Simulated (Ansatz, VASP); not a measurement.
Si in VASP and in Ansatz

File INCAR:

```
SYSTEM = Si
PREC     = Accurate       ! precision mode
ENCUT    = 500            ! plane-wave cutoff, eV
EDIFF    = 1E-6           ! SCF threshold, eV
ISMEAR   = 0              ! smearing method
SIGMA    = 0.02           ! smearing width, eV
LREAL    = .FALSE.        ! projectors in reciprocal space
LASPH    = .TRUE.         ! aspherical terms in the spheres
NELM     = 120            ! most SCF steps
ALGO     = Normal         ! electronic algorithm
ISIF     = 2              ! what is computed and relaxed
LWAVE    = .FALSE.        ! write WAVECAR
LCHARG   = .FALSE.        ! write CHGCAR
NBANDS   = 11             ! bands
GGA_COMPAT= .FALSE.
```

The input KPOINTS:

```
regular mesh
0
G
  12 12 12
  0 0 0
```

Contents of POSCAR:

```
Si
1.0
    0.0000000000      2.7009244561      2.7009244561
    2.7009244561      0.0000000000      2.7009244561
    2.7009244561      2.7009244561      0.0000000000
Si
2
Direct
    0.0000000000      0.0000000000      0.0000000000
    0.2500000000      0.2500000000      0.2500000000
```

Input for Ansatz:

```yaml
crystal:
  lattice:
    - [0.0, 2.7009244561, 2.7009244561]
    - [2.7009244561, 0.0, 2.7009244561]
    - [2.7009244561, 2.7009244561, 0.0]
  atoms:
    - { symbol: Si, position: [0.0, 0.0, 0.0] }
    - { symbol: Si, position: [0.25, 0.25, 0.25] }
basis:
  ecutwfc: 420
kpoints:
  mp_grid: { grid: [12, 12, 12] }
  band_path:
    path:
      - [[0.0, 0.0, 0.0], [0.5, 0.0, 0.5], [0.625, 0.25, 0.625]]
      - [[0.375, 0.375, 0.75], [0.0, 0.0, 0.0], [0.5, 0.5, 0.5], [0.5, 0.25, 0.75], [0.5, 0.0, 0.5]]
    npoints: 10
hamiltonian:
  xc: lda
scf:
  occupations: { method: gaussian, width: 0.02 }
  n_extra_bands: 7
output:
  forces: true
  stress: true
  eigenvalues: true
```

Alike in both runs: task single point; functional LDA; k mesh 12 × 12 × 12; occupations gaussian, width 0.02 eV; no spin polarisation.

|  | VASP | Ansatz |
| --- | --- | --- |
| version | VASP 6.6.1 | Ansatz 0.2.0 |
| potentials or method | VASP PAW LDA potentials, release 64 (Si), cutoff 500 eV | scalar-relativistic, plane waves, PAW |
| valence electrons in the cell | 8 | 8 |

```csv
,VASP,Ansatz,Ansatz less VASP
gap on the k mesh at the Fermi level (eV),0.44,0.44,+0.002
least direct gap on the mesh (eV),2.53,2.53,+0.002
pressure (GPa),0.1,0.0,-0.04
```

LDA's correlation is that of Perdew and Zunger in VASP and of Perdew and Wang (1992) in Ansatz.
